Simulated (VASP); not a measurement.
# NaH (Cm) in VASP: relaxation of cell and atoms with PBE

Aim: the relaxation of cell and atoms of NaH with PBE.

Everything below comes from runs of VASP 6.6.1. Logs are shortened: lines on timing, memory, paths and dates and some standing lists are left out, and cuts for length are marked.

### 1 The cell of the first run

It takes space group Cm (No. 8, monoclinic). The conventional cell has a = 5.981 Å, b = 3.426 Å, c = 3.451 Å, α = 90.00°, β = 124.77°, γ = 90.00°. Within 2.5 Å of Na (site symmetry m) lie 3 H at 1.92 to 2.23 Å. H (site symmetry m) has 3 Na at 1.92 to 2.23 Å within 2.5 Å.

### 2 Relaxation of cell and atoms, PBE

INCAR

```
PREC = Accurate
ENCUT = 500
EDIFF = 1E-7
ISMEAR = 0
SIGMA = 0.1
LREAL = F
LASPH = T
NELM = 120
ALGO = Normal
ISIF = 3
LWAVE = F
LCHARG = F
GGA = PE
IBRION = 2
NSW = 90
EDIFFG = -0.04
GGA_COMPAT = F
NELMIN = 4
```

KPOINTS

```
regular mesh
0
Gamma
  6 6 6
```

POSCAR

```
NaH
1.0
    2.9906901900     -1.7132025700      0.0000000000
    2.9906901900      1.7132025700      0.0000000000
   -1.9682124300      0.0000000000      2.8350524500
Na H
1 1
Direct
    0.9403951700      0.9403951700      0.0018663100
    0.5596048300      0.5596048300      0.4981336900
```

Potentials or basis: VASP PAW PBE potentials, release 64 (Na_pv, H).

Launch:

```
$ cat potpaw_PBE.64/Na_pv/POTCAR potpaw_PBE.64/H/POTCAR > POTCAR
$ mpirun -np 1 vasp_std > vasp.out
```

OUTCAR:

```text
PREC = Accurate
   ENCUT = 500
   EDIFF = 1E-7
   ISMEAR = 0
   LREAL = F
   LASPH = T
   NELM = 120
   ISIF = 3
   GGA = PE
   IBRION = 2
   NSW = 90
   EDIFFG = -0.04
   NELMIN = 4

 ion  position               nearest neighbor table
   1  0.940  0.940  0.002-
   2  0.560  0.560  0.498-

  LATTYP: Found a base centered monoclinic cell.
 ALAT       =     5.9813803800
 B/A-ratio  =     0.5728452167
 C/A-ratio  =     0.5770051173
 COS(beta)  =    -0.5702836014

  Lattice vectors:

 A1 = (   2.9906901900,  -1.7132025700,   0.0000000000)
 A2 = (   2.9906901900,   1.7132025700,   0.0000000000)
 A3 = (  -1.9682124300,   0.0000000000,   2.8350524500)

Analysis of symmetry for initial positions (statically):
=====================================================================
 Subroutine PRICEL returns:
 Original cell was already a primitive cell.

 Routine SETGRP: Setting up the symmetry group for a
 base centered monoclinic supercell.

 Subroutine GETGRP returns: Found  2 space group operations
 (whereof  2 operations were pure point group operations)
 out of a pool of  4 trial point group operations.

The static configuration has the point symmetry C_1h.

Analysis of symmetry for dynamics (positions and initial velocities):
=====================================================================
 Subroutine PRICEL returns:
 Original cell was already a primitive cell.

 Routine SETGRP: Setting up the symmetry group for a
 base centered monoclinic supercell.

 Subroutine GETGRP returns: Found  2 space group operations
 (whereof  2 operations were pure point group operations)
 out of a pool of  4 trial point group operations.

The dynamic configuration has the point symmetry C_1h.

 Subroutine INISYM returns: Found  2 space group operations
 (whereof  2 operations are pure point group operations),
 and found     1 'primitive' translations

----------------------------------------------------------------------------------------

                                     Primitive cell

  volume of cell :      29.0517

  direct lattice vectors                    reciprocal lattice vectors
     2.990690190 -1.713202570  0.000000000     0.167185488 -0.291851068  0.116067185
     2.990690190  1.713202570  0.000000000     0.167185488  0.291851068  0.116067185
    -1.968212430  0.000000000  2.835052450     0.000000000  0.000000000  0.352727160

  length of vectors
     3.446634715  3.446634715  3.451287088     0.355808410  0.355808410  0.352727160

  position of ions in fractional coordinates (direct lattice)
     0.940395170  0.940395170  0.001866310
     0.559604830  0.559604830  0.498133690

  ion indices of the primitive-cell ions
   primitive index   ion index
                 1           1
                 2           2

----------------------------------------------------------------------------------------

 KPOINTS: regular mesh

Automatic generation of k-mesh.
 Grid dimensions read from file:
 generate k-points for:    6    6    6

 Generating k-lattice:

  Cartesian coordinates                     Fractional coordinates (reciprocal lattice)
     0.027864248 -0.048641845  0.019344531     0.166666667  0.000000000 -0.000000000
     0.027864248  0.048641845  0.019344531     0.000000000  0.166666667 -0.000000000
     0.000000000  0.000000000  0.058787860     0.000000000  0.000000000  0.166666667

  Length of vectors
     0.059301402  0.059301402  0.058787860

  Shift w.r.t. Gamma in fractional coordinates (k-lattice)
     0.000000000  0.000000000  0.000000000

 Subroutine IBZKPT returns following result:
 ===========================================

 Found     68 irreducible k-points:

 Following reciprocal coordinates:
            Coordinates               Weight
  0.000000  0.000000  0.000000      1.000000
  0.166667  0.000000 -0.000000      4.000000
  0.333333 -0.000000 -0.000000      4.000000
  0.500000  0.000000 -0.000000      2.000000
  0.166667  0.166667 -0.000000      2.000000
  0.333333  0.166667 -0.000000      4.000000
[... 16 lines left out ...]
 -0.333333  0.166667  0.166667      4.000000
 -0.166667  0.166667  0.166667      4.000000
 [... further k-points ...]
   k-points           NKPTS =     68   k-points in BZ     NKDIM =     68   number of bands    NBANDS=      8
   number of dos      NEDOS =    301   number of ions     NIONS =      2
   total plane-waves  NPLWV =  21952
   dimension x,y,z NGX =    28 NGY =   28 NGZ =   28
   dimension x,y,z NGXF=    56 NGYF=   56 NGZF=   56
   ions per type =               1   1
   NGX,Y,Z   is equivalent  to a cutoff of  13.51, 13.51, 13.49 a.u.
   NGXF,Y,Z  is equivalent  to a cutoff of  27.01, 27.01, 26.97 a.u.
 SYSTEM =  unknown system
   PREC   = accura    normal or accurate (medium, high low for compatibility)
   ISTART =      0    job   : 0-new  1-cont  2-samecut
   ICHARG =      2    charge: 1-file 2-atom 10-const
   ISPIN  =      1    spin polarized calculation?
   LNONCOLLINEAR =      F non collinear calculations
   LSORBIT =      F    spin-orbit coupling
   LASPH  =      T    aspherical Exc in radial PAW
   ENCUT  =  500.0 eV  36.75 Ry    6.06 a.u.   6.28  6.28  6.29*2*pi/ulx,y,z
   NELM   =    120;   NELMIN=  4; NELMDL= -5     # of ELM steps
   EDIFF  = 0.1E-06   stopping-criterion for ELM
   LREAL  =      F    real-space projection
   EDIFFG = -.4E-01   stopping-criterion for IOM
   NSW    =     90    number of steps for IOM
   IBRION =      2    ionic relax: 0-MD 1-quasi-New 2-CG
   NFREE  =      1    steps in history (QN), initial steepest desc. (CG)
   ISIF   =      3    stress and relaxation
   ISYM   =      2    0-nonsym 1-usesym 2-fastsym
   POTIM  = 0.5000    time-step for ionic-motion
   TEBEG  =    0.0;   TEEND  =   0.0 temperature during run
   PSTRESS=    0.0 pullay stress
   NELECT =       8.0000    total number of electrons
   NUPDOWN=      -1.0000    fix difference up-down
   EMIN   =  10.00;   EMAX   =-10.00  energy-range for DOS
   EFERMI =   0.00;   METHOD = LEGACY
   ISMEAR =     0;   SIGMA  =   0.10  broadening in eV -4-tet -1-fermi 0-gaus
   EFERMI_NEDOS =   21; number of points for ismear=-14 and -15
   IALGO  =     38    algorithm
   IMIX   =      4    mixing-type and parameters
     AMIX     =   0.40;   BMIX     =  1.00
     AMIX_MAG =   1.60;   BMIX_MAG =  1.00
  volume/ion in A,a.u.               =      14.53        98.03
  Fermi-wavevector in a.u.,A,eV,Ry     =   1.065077  2.012704 15.434305  1.134389
  Thomas-Fermi vector in A             =   2.200617
   LORBIT       =      0    0 simple, 1 ext, 2 COOP (PROOUT), +10 PAW based schemes
   GGA     = PE    functional components
   LHFCALC =     F    Hartree Fock is set to
   AEXX    =    0.0000 exact exchange contribution
   IVDW    =     0    specifies the selected vdW correction
   LEPSILON=     F    determine dielectric tensor
   LRPA    =     F    only Hartree local field effects (RPA)
 conjugate gradient relaxation of ions
 non-spin polarized calculation
 Gauss-broadening in eV      SIGMA  =   0.10
  energy-cutoff  :      500.00
  volume of cell :       29.05
 maximum number of plane-waves:       751
 NGX is ok and might be reduce to    28
   NGX = 13   NGY = 13   NGZ = 13

--------------------------------------- Ionic step        1  -------------------------------------------

 number of electron       8.0000000 magnetization

 Free energy of the ion-electron system (eV)
  ---------------------------------------------------
  ext. energy  EPLUGINS =         0.00000000
  ---------------------------------------------------
  free energy    TOTEN  =        -4.87005166 eV

  energy without entropy =       -4.87005166  energy(sigma->0) =       -4.87005166

------------------------ aborting loop because EDIFF is reached ----------------------------------------

  FORCE on cell =-STRESS in cart. coord.  units (eV):
  Direction    XX          YY          ZZ          XY          YZ          ZX
  --------------------------------------------------------------------------------------
  -------------------------------------------------------------------------------------
  Total        0.5992012      0.1751141      0.8304342      0.0000000      0.0000000      0.7670075
  in kB       33.0454755      9.6574047     45.7977978      0.0000000      0.0000000     42.2998622
  external PRESSURE =      29.5002260 kB  Pullay stress =       0.0000000 kB
[... 89 lines left out ...]
  FREE ENERGIE OF THE ION-ELECTRON SYSTEM (eV)
  ---------------------------------------------------
  free  energy   TOTEN  =        -4.9755527015 eV

  energy  without entropy=       -4.9755527015  energy(sigma->0) =       -4.97555270

[... ionic steps 4 to 14 ...]

--------------------------------------- Ionic step       15  -------------------------------------------

 number of electron       8.0000000 magnetization

------------------------ aborting loop because EDIFF is reached ----------------------------------------

  FORCE on cell =-STRESS in cart. coord.  units (eV):
  Direction    XX          YY          ZZ          XY          YZ          ZX
  --------------------------------------------------------------------------------------
  -------------------------------------------------------------------------------------
  Total       -0.1585990     -0.0604631     -0.1153707      0.0000000      0.0000000      0.0377896
  in kB       -8.7670737     -3.3422925     -6.3774934      0.0000000      0.0000000      2.0889405
  external PRESSURE =      -6.1622865 kB  Pullay stress =       0.0000000 kB
[... 57 lines left out ...]
  energy  without entropy=       -5.0840226095  energy(sigma->0) =       -5.08402261

--------------------------------------- Ionic step       17  -------------------------------------------

 number of electron       8.0000001 magnetization

 Free energy of the ion-electron system (eV)
  ---------------------------------------------------
  ext. energy  EPLUGINS =         0.00000000
  ---------------------------------------------------
  free energy    TOTEN  =        -5.08686282 eV

  energy without entropy =       -5.08686282  energy(sigma->0) =       -5.08686282

 E-fermi :  -0.6669     XC(G=0):  -7.7487

 val. band max:       -1.1693349402   @ k =   0.5000   0.3333   0.1667
 cond. band min:       2.5725421171   @ k =   0.5000   0.5000   0.5000
 fundamental gap:      3.7418770574
 Fermi energy:        -0.6668795200

 k-point     1 :       0.0000    0.0000    0.0000
  band No.  band energies     occupation
      1     -23.2475      2.00000
      2     -23.2466      2.00000
      3     -23.2448      2.00000
      4      -4.7332      2.00000
      5       9.2252      0.00000
      6      14.2996      0.00000
      7      14.4596      0.00000
      8      14.4964      0.00000
[... 243 lines left out ...]
 k-point    24 :      -0.1667    0.1667    0.1667
  band No.  band energies     occupation
      1     -23.3035      2.00000
      2     -23.2611      2.00000
      3     -23.2592      2.00000
      4      -3.1248      2.00000
      5       5.5310      0.00000
      6       8.7792      0.00000
      7      11.0763      0.00000
      8      12.8079      0.00000

 [... further k-points ...]

------------------------ aborting loop because EDIFF is reached ----------------------------------------

  FORCE on cell =-STRESS in cart. coord.  units (eV):
  Direction    XX          YY          ZZ          XY          YZ          ZX
  --------------------------------------------------------------------------------------
  -------------------------------------------------------------------------------------
  Total       -0.0540518     -0.0181392     -0.0378300      0.0000000      0.0000000      0.0375388
  in kB       -3.0503010     -1.0236455     -2.1348577      0.0000000      0.0000000      2.1184232
  external PRESSURE =      -2.0696014 kB  Pullay stress =       0.0000000 kB
[... 17 lines left out ...]
  FREE ENERGIE OF THE ION-ELECTRON SYSTEM (eV)
  ---------------------------------------------------
  free  energy   TOTEN  =        -5.0868628173 eV

  energy  without entropy=       -5.0868628173  energy(sigma->0) =       -5.08686282

 reached required accuracy - stopping structural energy minimisation
```

Wall time 4 min (1 thread of AMD EPYC 7R43 (Zen 3), shared host); peak memory 0.12 GiB.

Results:

| Property | Result |
| --- | --- |
| Free energy | -5.0869 eV |
| Relaxed volume | 14.20 Å³/atom |
| Relaxed cell | a = 3.428 Å, b = 3.428 Å, c = 3.443 Å, α = 120.39°, β = 120.39°, γ = 59.80° |
| Space group after relaxing (to 0.1 Å) | Fm-3m (No. 225) |
| Energy gained by relaxing | 108.4 meV/atom |
| Ionic steps | 17 |
| Pressure after relaxing | -0.2 GPa |
| Largest force after relaxing | 0.035 eV/Å |
| Band gap on the k mesh | 3.74 eV (least direct gap 4.59 eV) |

Forces in eV/Å, atoms in the order of the input:
```
Na   0.011  0.000  0.033
H   -0.011  0.000 -0.033
```

Stress tensor (GPa, compression positive):
```
-0.31  0.00  0.21
 0.00 -0.10  0.00
 0.21  0.00 -0.21
```

The path:
| step | energy change (eV) | largest force (eV/Å) | pressure (GPa) | volume (Å³) |
| --- | --- | --- | --- | --- |
| 1 | 0.0000 | 0.7911 | 2.95 | 29.05 |
| 2 | -0.0803 | 0.3995 | 1.01 | 30.18 |
| 3 | -0.1055 | 0.2627 | -0.06 | 31.06 |
| 4 | -0.1002 | 0.2467 | -1.40 | 32.85 |
| 5 | -0.1099 | 0.2352 | -0.80 | 31.88 |
| 6 | -0.1102 | 0.2361 | -0.67 | 31.71 |
| 7 | -0.1192 | 0.2351 | -0.65 | 31.43 |
| 8 | -0.1444 | 0.2213 | -0.57 | 30.61 |
| 9 | -0.1784 | 0.1415 | -0.09 | 28.99 |
| 10 | -0.1100 | 0.2949 | 3.10 | 25.87 |
| 11 | -0.1807 | 0.1140 | 0.25 | 28.45 |
| 12 | -0.1949 | 0.0813 | 0.26 | 28.27 |
| 13 | -0.2058 | 0.1064 | 0.44 | 27.91 |
| 14 | -0.2111 | 0.0864 | 0.02 | 28.29 |
| 15 | -0.2139 | 0.0522 | -0.62 | 28.98 |
| 16 | -0.2140 | 0.0580 | -0.55 | 28.87 |
| 17 | -0.2168 | 0.0353 | -0.21 | 28.39 |

Final structure:
```
Na H
1.0
     2.97104   -1.70870   -0.03282
     2.97104    1.70870   -0.03282
    -1.97831    0.00000    2.81810
Na H
1 1
Direct
  0.99672 0.99672 0.99302
  0.50328 0.50328 0.50698
```

A k mesh can miss the band edges.
